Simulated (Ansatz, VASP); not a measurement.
## One calculation of Bi, two programs

```xyz
2
Lattice="3.4939 0.0000 0.0000 -1.7470 3.0258 0.0000 0.0000 0.0000 5.8434" Properties=species:S:1:pos:R:3 pbc="T T T"
Bi    0.0000    2.0172    1.4608
Bi    1.7470    1.0086    4.3825
```

Alike in both runs: functional r2SCAN; k mesh 6 × 6 × 4; occupations gaussian, width 0.1 eV; no spin polarisation.

Ansatz relaxed the structure, and its values are those at the end. VASP's run is a single point on that final structure, the one shown.

|  | VASP | Ansatz |
| --- | --- | --- |
| version | VASP 6.6.1 | Ansatz 0.2.0 |
| potentials or method | VASP PAW PBE potentials, release 64 (Bi_d), cutoff 520 eV | scalar-relativistic, plane waves, PAW |
| valence electrons in the cell | 30 | 30 |

```tsv
	VASP	Ansatz	Ansatz less VASP
gap on the k mesh at the Fermi level (eV)	none	none	-
pressure (GPa)	0.0	0.0	+0.03
```

VASP's potentials were made for PBE, not for r2SCAN. A gap of «none» marks a metal or a gap that the smearing closes.

Neither program's run includes spin-orbit coupling.
